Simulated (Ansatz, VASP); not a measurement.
Hf in VASP and in Ansatz

```
Hf
1.0
     3.25940    0.00000    0.00000
    -1.62970    2.82272    0.00000
     0.00000    0.00000    5.15700
Hf
2
Direct
  0.66667 0.33333 0.75000
  0.33333 0.66667 0.25000
```

Change from the starting cell: volume scaled by 1.06.

Alike in both runs: task single point; functional PBEsol; k mesh 10 × 10 × 5; occupations fermi-dirac, width 0.05 eV; no spin polarisation.

|  | VASP | Ansatz |
| --- | --- | --- |
| version | VASP 6.6.1 | Ansatz 0.2.0 |
| potentials or method | VASP PAW PBE potentials, release 64 (Hf_pv), cutoff 520 eV | all-electron LAPW, scalar-relativistic |

|  | VASP | Ansatz | Ansatz less VASP |
| --- | --- | --- | --- |
| gap on the k mesh at the Fermi level (eV) | none | none | - |
| pressure (GPa) | -9.5 | -9.1 | +0.40 |
| traceless stress, the component that is largest in VASP (GPa) | -0.51 | -0.47 | +0.048 |

VASP's potentials were made for PBE, not for PBEsol. A gap of «none» marks a metal or a gap that the smearing closes. Ansatz ran all-electron here, and VASP with PAW potentials.

Spin-orbit coupling is off throughout.
